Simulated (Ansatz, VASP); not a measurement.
**One calculation of GaN, two programs**

The input INCAR:

```
SYSTEM = GaN
PREC = Accurate
ENCUT = 600
EDIFF = 1E-6
ISMEAR = 0
SIGMA = 0.01
LREAL = .False.
LASPH = .True.
NELM = 100
ALGO = Normal
ISIF = 3
LWAVE = .False.
LCHARG = .False.
GGA = PE
IBRION = 2
NSW = 80
EDIFFG = -0.001
```

KPOINTS

```
regular mesh
0
Gamma
  10 10 6
  0 0 0
```

Contents of POSCAR:

```
GaN
1.0
    3.1800000000      0.0000000000      0.0000000000
   -1.5900000000      2.7539607840      0.0000000000
    0.0000000000      0.0000000000      5.1660000000
Ga N
2 2
Direct
    0.3333333333      0.6666666667      0.0000000000
    0.6666666667      0.3333333333      0.5000000000
    0.3333333333      0.6666666667      0.3750000000
    0.6666666667      0.3333333333      0.8750000000
```

Input for Ansatz:

```yaml
crystal:
  lattice:
    - [3.18, 0.0, 0.0]
    - [-1.59, 2.753960784, 0.0]
    - [0.0, 0.0, 5.166]
  atoms:
    - { symbol: Ga, position: [0.3333333333, 0.6666666667, 0.0] }
    - { symbol: Ga, position: [0.6666666667, 0.3333333333, 0.5] }
    - { symbol: "N", position: [0.3333333333, 0.6666666667, 0.375] }
    - { symbol: "N", position: [0.6666666667, 0.3333333333, 0.875] }
scf:
  occupations: { method: fixed }
output:
  forces: true
  stress: true
  eigenvalues: true
  write_density: true
  write_potential: true
  elf: true
  volumetric_format: npy
hamiltonian:
  xc: pbe
relax:
  f_tol: 0.001
  max_steps: 60
  cell: { stress_tol: 0.03 }
kpoints:
  mp_grid: { grid: [10, 10, 6] }
```

Alike in both runs: task relaxation of cell and atoms; functional PBE; k mesh 10 × 10 × 6; no spin polarisation.

```csv
,VASP,Ansatz
version,VASP 6.6.1,Ansatz 0.2.0
potentials or method,"VASP PAW PBE potentials, release 64 (Ga_d, N)","scalar-relativistic, plane waves, PAW"
plane-wave cutoff (eV),600,420
occupations,"gaussian, width 0.01 eV",fixed
valence electrons in the cell,36,36
```

Ansatz gave:

* gap on the k mesh at the Fermi level, each at its own relaxed structure (eV): 1.71
* relaxed volume (Å³/atom): 11.76
* relaxed cell length with the largest relative difference (Å): 5.243

Problem. Estimate VASP's values.

Solution. gap on the k mesh at the Fermi level, each at its own relaxed structure (eV): 1.72; relaxed volume (Å³/atom): 11.76; relaxed cell length with the largest relative difference (Å): 5.244.
